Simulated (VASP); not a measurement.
A run of VASP 6.6.1 is set up as follows.

The input INCAR:

```
SYSTEM = YbB2
PREC = Accurate
ENCUT = 600
EDIFF = 1E-6
ISMEAR = 0
SIGMA = 0.1
LREAL = .False.
LASPH = .True.
NELM = 60
ALGO = Normal
ISIF = 4
LWAVE = .False.
LCHARG = .False.
GGA = PS
IBRION = 2
NSW = 50
EDIFFG = -0.01
```

The input KPOINTS:

```
regular mesh
0
Gamma
  15 15 12
  0 0 0
```

File POSCAR:

```
YbB2
1.0
    3.2889320719      0.0000000000      0.0000000000
   -1.6444660359      2.8482987256      0.0000000000
    0.0000000000      0.0000000000      3.9109504245
Yb B
1 2
Direct
    0.0000000000      0.0000000000      0.0000000000
    0.3333333333      0.6666666667      0.5000000000
    0.6666666667      0.3333333333      0.5000000000
```

Potentials or basis: VASP PAW PBE potentials, release 64 (Yb, B).

Run with:

```bash
$ cat potpaw_PBE.64/Yb/POTCAR potpaw_PBE.64/B/POTCAR > POTCAR
$ mpirun -np 1 vasp_std > vasp.out
```

**Question.** Predict the band gap on the k mesh.

**Answer.** Zero (bands 15 and 16 overlap by 1.22 eV).

Final structure:
```xyz
3
Lattice="3.2863 0.0000 0.0000 -1.6431 2.8460 0.0000 0.0000 0.0000 3.9172" Properties=species:S:1:pos:R:3 pbc="T T T"
Yb    0.0000    0.0000    0.0000
B     0.0000    1.8973    1.9586
B     1.6431    0.9487    1.9586
```

Caveat: spin-orbit coupling is left out, which moves the levels of the heavy elements. Spin polarisation is off, so any magnetic state and its effect on volume and gap are missing.
